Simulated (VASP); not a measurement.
# SnO2 (C222_1) in VASP: notebook

SnO2 is run at these levels: PBEsol+D3(BJ); tasks: single point.

All numbers are computed with VASP 6.6.1; they aren't measurements. Logs are shortened: lines on timing, memory, paths and dates and some standing lists are left out, and cuts for length are marked.

## (1) The cell of the first run

The structure is orthorhombic, space group C222_1 (No. 20). The conventional cell has a = 3.098 Å, b = 5.367 Å, c = 9.861 Å, α = 90.00°, β = 90.00°, γ = 90.00°. Within 2.7 Å of Sn (site symmetry 2) lie 6 O at 2.04 to 2.05 Å. Within 2.7 Å of O (site symmetry 1) lie 3 Sn at 2.04 to 2.05 Å and 3 O at 2.66 Å.

## (2) Single point, PBEsol+D3(BJ) (atoms displaced along a vibrational mode, the cell strained)

Input file INCAR:

```
SYSTEM = SnO2
PREC     = Accurate       ! precision mode
ENCUT    = 520            ! plane-wave cutoff, eV
EDIFF    = 1E-7           ! SCF threshold, eV
ISMEAR   = 0              ! smearing method
SIGMA    = 0.05           ! smearing width, eV
LREAL    = .FALSE.        ! projectors in reciprocal space
LASPH    = .TRUE.         ! aspherical terms in the spheres
NELM     = 100            ! most SCF steps
ALGO     = Normal         ! electronic algorithm
ISIF     = 2              ! what is computed and relaxed
LWAVE    = .FALSE.        ! write WAVECAR
LCHARG   = .FALSE.        ! write CHGCAR
GGA      = PS             ! functional
IVDW     = 12             ! dispersion correction
NBANDS   = 35             ! bands
```

Input file KPOINTS:

```
regular mesh
0
G
  12 12 4
  0 0 0
```

Input file POSCAR:

```
SnO2
1.0
    3.0984934447      0.0000000000      0.0000000000
   -1.5492467224      2.6833740366      0.0000000000
    0.0000000000      0.0000000000      9.8605907128
Sn O
2 4
Direct
   -0.1299075152      0.0000000000      0.5000000000
    0.1299075152      0.0000000000      0.0000000000
    0.5349147339      0.3333333333      0.4003665319
    0.7984185994      0.3333333333      0.0996334681
    0.2015814006      0.6666666667      0.5996334681
    0.4650852661      0.6666666667      0.9003665319
```

Potentials or basis: VASP PAW PBE potentials, release 64 (Sn_d, O).

The run is started by

```console
> cat potpaw_PBE.64/Sn_d/POTCAR potpaw_PBE.64/O/POTCAR > POTCAR
> mpirun -np 1 vasp_std > vasp.out
```

OUTCAR:

```text
SYSTEM = SnO2
   PREC = Accurate
   ENCUT = 520
   EDIFF = 1E-7
   ISMEAR = 0
   LREAL = .FALSE.
   LASPH = .TRUE.
   NELM = 100
   ISIF = 2
   GGA = PS
   IVDW = 12
 IVDW          = 12

 ion  position               nearest neighbor table
   1  0.870  0.000  0.500-   3 2.04   5 2.04   3 2.04   5 2.04   5 2.05   3 2.05
   2  0.130  0.000  0.000-   6 2.04   4 2.04   6 2.04   4 2.04   4 2.05   6 2.05
   3  0.535  0.333  0.400-   1 2.04   1 2.04   1 2.05
   4  0.798  0.333  0.100-   2 2.04   2 2.04   2 2.05
   5  0.202  0.667  0.600-   1 2.04   1 2.04   1 2.05
   6  0.465  0.667  0.900-   2 2.04   2 2.04   2 2.05

  LATTYP: Found a hexagonal cell.
 ALAT       =     3.0984934447
 C/A-ratio  =     3.1823823057

  Lattice vectors:

 A1 = (   3.0984934447,   0.0000000000,   0.0000000000)
 A2 = (  -1.5492467224,   2.6833740366,   0.0000000000)
 A3 = (   0.0000000000,   0.0000000000,   9.8605907128)

Analysis of symmetry for initial positions (statically):
=====================================================================
 Subroutine PRICEL returns:
 Original cell was already a primitive cell.

 Routine SETGRP: Setting up the symmetry group for a
 hexagonal supercell.

 Subroutine GETGRP returns: Found  4 space group operations
 (whereof  2 operations were pure point group operations)
 out of a pool of 24 trial point group operations.

The static configuration has the point symmetry C_2 .
 The point group associated with its full space group is D_2 .

Analysis of symmetry for dynamics (positions and initial velocities):
=====================================================================
 Subroutine PRICEL returns:
 Original cell was already a primitive cell.

 Routine SETGRP: Setting up the symmetry group for a
 hexagonal supercell.

 Subroutine GETGRP returns: Found  4 space group operations
 (whereof  2 operations were pure point group operations)
 out of a pool of 24 trial point group operations.

The dynamic configuration has the point symmetry C_2 .
 The point group associated with its full space group is D_2 .

 Subroutine INISYM returns: Found  4 space group operations
 (whereof  2 operations are pure point group operations),
 and found     1 'primitive' translations

----------------------------------------------------------------------------------------

                                     Primitive cell

  volume of cell :      81.9851

  direct lattice vectors                    reciprocal lattice vectors
     3.098493445  0.000000000  0.000000000     0.322737491  0.186332577  0.000000000
    -1.549246722  2.683374037  0.000000000     0.000000000  0.372665155  0.000000000
     0.000000000  0.000000000  9.860590713     0.000000000  0.000000000  0.101413803

  length of vectors
     3.098493445  3.098493445  9.860590713     0.372665155  0.372665155  0.101413803

  position of ions in fractional coordinates (direct lattice)
     0.870092485  0.000000000  0.500000000
     0.129907515  0.000000000  0.000000000
     0.534914734  0.333333333  0.400366532
     0.798418599  0.333333333  0.099633468
     0.201581401  0.666666667  0.599633468
     0.465085266  0.666666667  0.900366532

  ion indices of the primitive-cell ions
   primitive index   ion index
                 1           1
                 2           2
                 3           3
                 4           4
                 5           5
                 6           6

----------------------------------------------------------------------------------------

 KPOINTS: regular mesh

Automatic generation of k-mesh.
 Grid dimensions read from file:
 generate k-points for:   12   12    4

 Generating k-lattice:

  Cartesian coordinates                     Fractional coordinates (reciprocal lattice)
     0.026894791  0.015527715  0.000000000     0.083333333 -0.000000000  0.000000000
     0.000000000  0.031055430  0.000000000     0.000000000  0.083333333  0.000000000
     0.000000000  0.000000000  0.025353451     0.000000000  0.000000000  0.250000000

  Length of vectors
     0.031055430  0.031055430  0.025353451

  Shift w.r.t. Gamma in fractional coordinates (k-lattice)
     0.000000000  0.000000000  0.000000000

 Subroutine IBZKPT returns following result:
 ===========================================

 Found    129 irreducible k-points:

 Following reciprocal coordinates:
            Coordinates               Weight
  0.000000  0.000000  0.000000      1.000000
  0.083333 -0.000000  0.000000      4.000000
  0.000000  0.083333  0.000000      2.000000
  0.166667 -0.000000  0.000000      4.000000
  0.000000  0.166667  0.000000      2.000000
  0.250000 -0.000000  0.000000      4.000000
[... 16 lines left out ...]
 -0.083333  0.416667  0.000000      4.000000
 -0.416667  0.333333  0.000000      4.000000
 [... further k-points ...]
   k-points           NKPTS =    129   k-points in BZ     NKDIM =    129   number of bands    NBANDS=     35
   number of dos      NEDOS =    301   number of ions     NIONS =      6
   total plane-waves  NPLWV =  46080
   dimension x,y,z NGX =    24 NGY =   24 NGZ =   80
   dimension x,y,z NGXF=    48 NGYF=   48 NGZF=  160
   ions per type =               2   4
   NGX,Y,Z   is equivalent  to a cutoff of  12.88, 12.88, 13.49 a.u.
   NGXF,Y,Z  is equivalent  to a cutoff of  25.75, 25.75, 26.98 a.u.
 SYSTEM =  SnO2
   PREC   = accura    normal or accurate (medium, high low for compatibility)
   ISTART =      0    job   : 0-new  1-cont  2-samecut
   ICHARG =      2    charge: 1-file 2-atom 10-const
   ISPIN  =      1    spin polarized calculation?
   LNONCOLLINEAR =      F non collinear calculations
   LSORBIT =      F    spin-orbit coupling
   LASPH  =      T    aspherical Exc in radial PAW
   ENCUT  =  520.0 eV  38.22 Ry    6.18 a.u.   5.76  5.76 18.33*2*pi/ulx,y,z
   NELM   =    100;   NELMIN=  2; NELMDL= -5     # of ELM steps
   EDIFF  = 0.1E-06   stopping-criterion for ELM
   LREAL  =      F    real-space projection
   EDIFFG = 0.1E-05   stopping-criterion for IOM
   NSW    =      0    number of steps for IOM
   IBRION =     -1    ionic relax: 0-MD 1-quasi-New 2-CG
   NFREE  =      0    steps in history (QN), initial steepest desc. (CG)
   ISIF   =      2    stress and relaxation
   ISYM   =      2    0-nonsym 1-usesym 2-fastsym
   POTIM  = 0.5000    time-step for ionic-motion
   TEBEG  =    0.0;   TEEND  =   0.0 temperature during run
   PSTRESS=    0.0 pullay stress
   NELECT =      52.0000    total number of electrons
   NUPDOWN=      -1.0000    fix difference up-down
   EMIN   =  10.00;   EMAX   =-10.00  energy-range for DOS
   EFERMI =   0.00;   METHOD = LEGACY
   ISMEAR =     0;   SIGMA  =   0.05  broadening in eV -4-tet -1-fermi 0-gaus
   EFERMI_NEDOS =   21; number of points for ismear=-14 and -15
   IALGO  =     38    algorithm
   IMIX   =      4    mixing-type and parameters
     AMIX     =   0.40;   BMIX     =  1.00
     AMIX_MAG =   1.60;   BMIX_MAG =  1.00
  volume/ion in A,a.u.               =      13.66        92.21
  Fermi-wavevector in a.u.,A,eV,Ry     =   1.406580  2.658050 26.918673  1.978467
  Thomas-Fermi vector in A             =   2.528926
   LORBIT       =      0    0 simple, 1 ext, 2 COOP (PROOUT), +10 PAW based schemes
   GGA     = PS    functional components
   LHFCALC =     F    Hartree Fock is set to
   AEXX    =    0.0000 exact exchange contribution
   IVDW    =    12    specifies the selected vdW correction
   LEPSILON=     F    determine dielectric tensor
   LRPA    =     F    only Hartree local field effects (RPA)
 non-spin polarized calculation
 Gauss-broadening in eV      SIGMA  =   0.05
  energy-cutoff  :      520.00
  volume of cell :       81.99
 maximum number of plane-waves:      2230
   NGX = 11   NGY = 11   NGZ = 37

 number of electron      51.9999987 magnetization

 Free energy of the ion-electron system (eV)
  ---------------------------------------------------
  ext. energy  EPLUGINS =         0.00000000
  ---------------------------------------------------
  free energy    TOTEN  =       -38.17137684 eV

  energy without entropy =      -38.17137684  energy(sigma->0) =      -38.17137684

 E-fermi :   3.9941     XC(G=0): -10.3487

 val. band max:        3.7226464232   @ k =  -0.1667   0.5000   0.0000
 cond. band min:       6.4701096356   @ k =   0.0000   0.0000   0.0000
 fundamental gap:      2.7474632123
 Fermi energy:         3.9941341261

 k-point     1 :       0.0000    0.0000    0.0000
  band No.  band energies     occupation
      1     -16.4418      2.00000
      2     -16.4331      2.00000
      3     -15.9057      2.00000
      4     -15.9056      2.00000
      5     -15.9054      2.00000
      6     -15.9054      2.00000
[... 27 lines left out ...]
     34      15.8659      0.00000
     35      15.9000      0.00000

 k-point     2 :       0.0833   -0.0000    0.0000
  band No.  band energies     occupation
      1     -16.3822      2.00000
      2     -16.3743      2.00000
      3     -16.0016      2.00000
      4     -15.9998      2.00000
      5     -15.8826      2.00000
      6     -15.8825      2.00000
[... 27 lines left out ...]
     34      15.9417      0.00000
     35      16.0244      0.00000

 k-point     3 :       0.0000    0.0833    0.0000
  band No.  band energies     occupation
      1     -16.3823      2.00000
      2     -16.3743      2.00000
      3     -16.0020      2.00000
      4     -16.0000      2.00000
      5     -15.8822      2.00000
      6     -15.8822      2.00000
[... 27 lines left out ...]
     34      15.9229      0.00000
     35      16.0476      0.00000
[... 723 lines left out ...]
 k-point    23 :      -0.0833    0.4167    0.0000
  band No.  band energies     occupation
      1     -16.9559      2.00000
      2     -16.9473      2.00000
      3     -15.8772      2.00000
      4     -15.8749      2.00000
      5     -15.7651      2.00000
      6     -15.7640      2.00000
[... 27 lines left out ...]
     34      16.1532      0.00000
     35      16.2184      0.00000

 k-point    24 :      -0.4167    0.3333    0.0000
  band No.  band energies     occupation
      1     -16.9549      2.00000
      2     -16.9478      2.00000
      3     -15.8773      2.00000
      4     -15.8752      2.00000
      5     -15.7654      2.00000
      6     -15.7647      2.00000
[... 27 lines left out ...]
     34      16.1010      0.00000
     35      16.2217      0.00000

 [... further k-points ...]

------------------------ aborting loop because EDIFF is reached ----------------------------------------

 Edisp (eV)   -1.00219

 E8    (eV) :    -0.6318

  FORCE on cell =-STRESS in cart. coord.  units (eV):
  Direction    XX          YY          ZZ          XY          YZ          ZX
  --------------------------------------------------------------------------------------
  -------------------------------------------------------------------------------------
  Total       9.16348     9.00425     3.84639    -0.00000     0.00000     0.00000
  in kB     179.07549   175.96375    75.16728    -0.00000     0.00000     0.00000
  external pressure =      143.40 kB  Pullay stress =        0.00 kB

 VOLUME and BASIS-vectors are now :
 -----------------------------------------------------------------------------
  energy-cutoff  :      520.00
  volume of cell :       81.99
      direct lattice vectors                 reciprocal lattice vectors
     3.098493445  0.000000000  0.000000000     0.322737491  0.186332577  0.000000000
    -1.549246722  2.683374037  0.000000000     0.000000000  0.372665155  0.000000000
     0.000000000  0.000000000  9.860590713     0.000000000  0.000000000  0.101413803

 POSITION                                       TOTAL-FORCE (eV/Angst)
 -----------------------------------------------------------------------------------
      2.69598      0.00000      4.93030        -0.130909     -0.000000      0.000000
      0.40252      0.00000      0.00000         0.130909     -0.000000      0.000000
      1.14101      0.89446      3.94785         0.019459     -0.005560     -1.126636
      1.95748      0.89446      0.98244        -0.019459     -0.005560      1.126636
     -0.40823      1.78892      5.91274         0.019459      0.005560      1.126636
      0.40823      1.78892      8.87815        -0.019459      0.005560     -1.126636
 -----------------------------------------------------------------------------------
    total drift:                               -0.000000     -0.000000      0.000000

  FREE ENERGIE OF THE ION-ELECTRON SYSTEM (eV)
  ---------------------------------------------------
  free  energy   TOTEN  =       -39.1735718437 eV

  energy  without entropy=      -39.1735718437  energy(sigma->0) =      -39.17357184
```

It took 4.5 min on 1 thread of Intel Xeon Platinum 8488C (Sapphire Rapids), shared host; peak memory 0.41 GiB.

What came out:

- Free energy: -39.1736 eV
- Pressure: 14.3 GPa
- Largest force: 1.127 eV/Å
- Band gap on the k mesh: 2.75 eV (least direct gap 3.23 eV)
- Dispersion energy per atom: -0.167 eV

Forces in eV/Å, atoms in the order of the input:
```
Sn  -0.131  0.000  0.000
Sn   0.131  0.000  0.000
O    0.019 -0.006 -1.127
O   -0.019 -0.006  1.127
O    0.019  0.006  1.127
O   -0.019  0.006 -1.127
```

Levels at points of the mesh, in eV from the valence-band top:
| k point | band 24 | band 25 | band 26 | band 27 | band 28 | band 29 |
| --- | --- | --- | --- | --- | --- | --- |
| (0.00, 0.00, 0.00) | -0.85 | -0.83 | -0.48 | 2.75 | 3.84 | 5.98 |
| (0.50, 0.00, 0.00) | -0.54 | -0.48 | -0.10 | 6.15 | 6.32 | 7.47 |
| (0.00, 0.50, 0.00) | -0.51 | -0.50 | -0.03 | 6.15 | 6.35 | 7.39 |
| (0.00, 0.00, 0.50) | -0.85 | -0.84 | -0.84 | 3.30 | 3.30 | 6.16 |
| (0.50, 0.00, 0.50) | -0.52 | -0.32 | -0.32 | 6.25 | 6.25 | 7.75 |
| (0.00, 0.50, 0.50) | -0.52 | -0.29 | -0.29 | 6.25 | 6.25 | 7.79 |

Caveat: the cell differs from its parent crystal (atoms displaced along a vibrational mode, the cell strained); the stress differs along the axes, from 8 to 18 GPa; the PAW data sets were made with another functional, which shifts forces and pressure a little; spin-orbit coupling is left out, which moves the levels of the heavy elements. A k mesh can miss the band edges.

## (3) Single point, PBEsol+D3(BJ) (atoms displaced along a vibrational mode, the cell strained)

Input file INCAR:

```
SYSTEM = SnO2
PREC = Accurate ; ENCUT = 520
EDIFF = 1E-6 ; ISMEAR = 0
SIGMA = 0.05 ; LREAL = .FALSE.
LASPH = .TRUE. ; NELM = 80
ALGO = Normal ; ISIF = 2
LWAVE = .FALSE. ; LCHARG = .FALSE.
GGA = PS ; IVDW = 12
NBANDS = 35
```

KPOINTS is that of step 2.

Input file POSCAR:

```
SnO2
1.0
    3.1248703633      0.0000000000      0.0000000000
   -1.5624351817      2.7062171182      0.0000000000
    0.0000000000      0.0000000000      9.9445321517
Sn O
2 4
Direct
   -0.0649382444      0.0000000000      0.5000000000
    0.0649382444      0.0000000000      0.0000000000
    0.6008064337      0.3333333333      0.4003665319
    0.7325268996      0.3333333333      0.0996334681
    0.2674731004      0.6666666667      0.5996334681
    0.3991935663      0.6666666667      0.9003665319
```

Potentials or basis: VASP PAW PBE potentials, release 64 (Sn_d, O).

The run is started by

```console
> cat potpaw_PBE.64/Sn_d/POTCAR potpaw_PBE.64/O/POTCAR > POTCAR
> mpirun -np 1 vasp_std > vasp.out
```

Wall time 3.2 min (1 thread of Intel Xeon Platinum 8488C (Sapphire Rapids), shared host); peak memory 0.41 GiB.

Results (log left out):

- Free energy: -39.2985 eV
- Pressure: 9.3 GPa
- Largest force: 0.725 eV/Å
- Band gap on the k mesh: 2.49 eV (least direct gap 2.98 eV)
- Dispersion energy per atom: -0.163 eV

Forces on the atoms (eV/Å):
```
Sn  -0.061  0.000  0.000
Sn   0.061  0.000  0.000
O   -0.002 -0.002 -0.725
O    0.002 -0.002  0.725
O   -0.002  0.002  0.725
O    0.002  0.002 -0.725
```

Stress tensor (GPa, compression positive):
```
11.43  0.00  0.00
 0.00 11.34  0.00
 0.00  0.00  5.21
```

Levels at points of the mesh, in eV from the valence-band top:
```tsv
k point	band 24	band 25	band 26	band 27	band 28	band 29
(0.00, 0.00, 0.00)	-0.91	-0.90	-0.48	2.49	3.55	5.70
(0.50, 0.00, 0.00)	-0.63	-0.55	-0.08	5.80	6.04	7.17
(0.00, 0.50, 0.00)	-0.62	-0.56	-0.06	5.80	6.04	7.15
(0.00, 0.00, 0.50)	-0.93	-0.92	-0.92	3.03	3.03	5.94
(0.50, 0.00, 0.50)	-0.60	-0.35	-0.35	5.92	5.92	7.55
(0.00, 0.50, 0.50)	-0.60	-0.34	-0.34	5.92	5.92	7.57
```

Caveat: the cell differs from its parent crystal (atoms displaced along a vibrational mode, the cell strained); the stress differs along the axes, from 5 to 11 GPa; the PAW data sets were made with another functional, which shifts forces and pressure a little; spin-orbit coupling is left out, which moves the levels of the heavy elements. A k mesh can miss the band edges.
